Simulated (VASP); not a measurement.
Wanted: the native input for a VASP 6.6.1 run.

| Quantity | Value |
| --- | --- |
| Task | single point |
| Functional | PBE |
| Potentials or basis | VASP PAW PBE potentials, release 64 (Ga_d, As) |
| Cutoff | 520 eV |
| k mesh | 10 × 10 × 10 |
| Occupations | gaussian, width 0.05 eV |
| Spin | no spin polarisation |
| Dipole correction | no |
| Further INCAR settings | ALGO = Normal; EDIFF = 1e-07; NBANDS = 16 |

The structure of GaAs lies in POSCAR:

```
GaAs
1.0
    0.0000000000      2.6855075000      2.9681925000
    2.6855075000      0.0000000000      2.9681925000
    2.6855075000      2.6855075000      0.0000000000
Ga As
1 1
Direct
    0.0000000000      0.0000000000      0.0000000000
    0.7500000000      0.7500000000      0.7500000000
```

This cell differs from its parent crystal: strain -0.050 along x and y, +0.050 along z.

One way to write it, as run:

INCAR

```
SYSTEM = GaAs
PREC     = Accurate       ! precision mode
ENCUT    = 520            ! plane-wave cutoff, eV
EDIFF    = 1E-7           ! SCF threshold, eV
ISMEAR   = 0              ! smearing method
SIGMA    = 0.05           ! smearing width, eV
LREAL    = .False.        ! projectors in reciprocal space
LASPH    = .True.         ! aspherical terms in the spheres
NELM     = 100            ! most SCF steps
ALGO     = Normal         ! electronic algorithm
ISIF     = 2              ! what is computed and relaxed
LWAVE    = .False.        ! write WAVECAR
LCHARG   = .True.         ! write CHGCAR
GGA      = PE             ! functional
LELF     = .True.         ! ELF
LVHAR    = .True.       
NBANDS   = 16             ! bands
```

KPOINTS

```
Automatic mesh
0
Gamma
  10 10 10
  0 0 0
```

Potentials or basis: VASP PAW PBE potentials, release 64 (Ga_d, As).

The run is started by

```console
$ cat potpaw_PBE.64/Ga_d/POTCAR potpaw_PBE.64/As/POTCAR > POTCAR
$ mpirun -np 1 vasp_std > vasp.out
```

Results of the run:

```json
{
 "Pressure": "7.9 GPa",
 "Band gap on the k mesh": "0.61 eV, direct"
}
```

Caveat: the cell differs from its parent crystal (strain -0.050 along x and y, +0.050 along z).

Wall time 110 s on 1 thread of AMD EPYC 7R43 64-Core Processor (Zen 3), with other jobs on the host, peak memory 0.18 GiB.
